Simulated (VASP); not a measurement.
Set up this calculation in VASP 6.6.1, as the native input.

| Item | Value |
| --- | --- |
| Task | single point |
| Functional | PBE |
| Potentials or basis | VASP PAW PBE potentials, release 64 (Na_pv) |
| Cutoff | 520 eV |
| k mesh | 18 × 18 × 6 |
| Occupations | gaussian, width 0.1 eV |
| Spin | no spin polarisation |
| Dipole correction | no |
| Further INCAR settings | ALGO = Fast; EDIFF = 1e-06; NBANDS = 22 |

The structure of Na lies in POSCAR:

```
Na
1.0
    3.5275731553      0.0000000000      0.0000000000
   -1.7637865777      3.0549679662      0.0000000000
    0.0000000000      0.0000000000     12.5797591412
Na
4
Direct
    0.0000000000      0.0000000000      0.0000000000
    0.3333333333      0.6666666667      0.2500000000
    0.0000000000      0.0000000000      0.5000000000
    0.6666666667      0.3333333333      0.7500000000
```

This isn't the form of Na at room conditions, which is bcc.

This cell differs from its parent crystal: biaxial strain in the a-b plane: -6.0 %.

These files were run (other wordings do the same):

INCAR

```
SYSTEM = Na
PREC = Accurate ; ENCUT = 520
EDIFF = 1E-6 ; ISMEAR = 0
SIGMA = 0.1 ; LREAL = .False.
LASPH = .True. ; NELM = 60
ALGO = Fast ; ISIF = 2
LWAVE = .False. ; LCHARG = .False.
GGA = PE ; NBANDS = 22
```

KPOINTS

```
Automatic mesh
0
Gamma
  18 18 6
  0 0 0
```

Potentials or basis: VASP PAW PBE potentials, release 64 (Na_pv).

Launch:

```sh
$ cat potpaw_PBE.64/Na_pv/POTCAR > POTCAR
$ mpirun -np 1 vasp_std > vasp.out
```

Results of the run:

```
Pressure               : 0.8 GPa
Band gap on the k mesh : zero (bands 14 and 15 overlap by 4.27 eV)
```

Caveat: the cell differs from its parent crystal (biaxial strain in the a-b plane: -6.0 %).

It took 3.1 min on 1 thread of Intel(R) Xeon(R) 6975P-C (Granite Rapids) (shared host), peak memory 0.45 GiB.
